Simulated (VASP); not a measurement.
Crystal: Hg2SeO.

```
O Hg Se
1.0
     4.07558    0.00000    0.00000
     0.00000    4.07558    0.00000
     0.00000    0.00000    5.51088
O Hg Se
1 2 1
Direct
  0.00000 0.00000 0.00000
  0.00000 0.50000 0.80509
  0.50000 0.00000 0.19491
  0.50000 0.50000 0.50000
```

Base run:

```yaml
Program: VASP 6.6.1
Functional: r2SCAN
Potentials_or_basis: VASP PAW PBE potentials, release 64 (O, Hg, Se)
Cutoff: 660 eV
k_mesh: 4 × 4 × 4, shifted
Occupations: fermi-dirac, width 0.02 eV
Spin: no spin polarisation
```

Its results: band gap on the k mesh 0.87 eV; pressure 0.5 GPa; largest force 0.052 eV/Å.

After a change of settings the same cell gave: band gap on the k mesh zero (filled and empty bands touch); pressure 2.0 GPa; largest force 0.059 eV/Å. Which change was it?
A. k mesh from 4 × 4 × 4, shifted to 4 × 4 × 4, through Γ; occupations from fermi-dirac, width 0.02 eV to fermi-dirac, width 0.001 eV
B. functional from r2SCAN to PBEsol; cutoff from 660 eV to 600 eV; k mesh from 4 × 4 × 4, shifted to 4 × 4 × 4, through Γ
C. k mesh from 4 × 4 × 4, shifted to 4 × 4 × 4, through Γ
D. k mesh from 4 × 4 × 4, shifted to 2 × 2 × 2, through Γ

D.

Caveats: some runs use coarse meshes; the PAW data sets were made with another functional, which shifts forces and pressure a little; spin-orbit coupling is left out, which moves the levels of the heavy elements; a shifted mesh leaves out Γ, where band edges can lie (at least some runs); semilocal functionals underestimate gaps, so a narrow gap can read as zero (at least some runs).
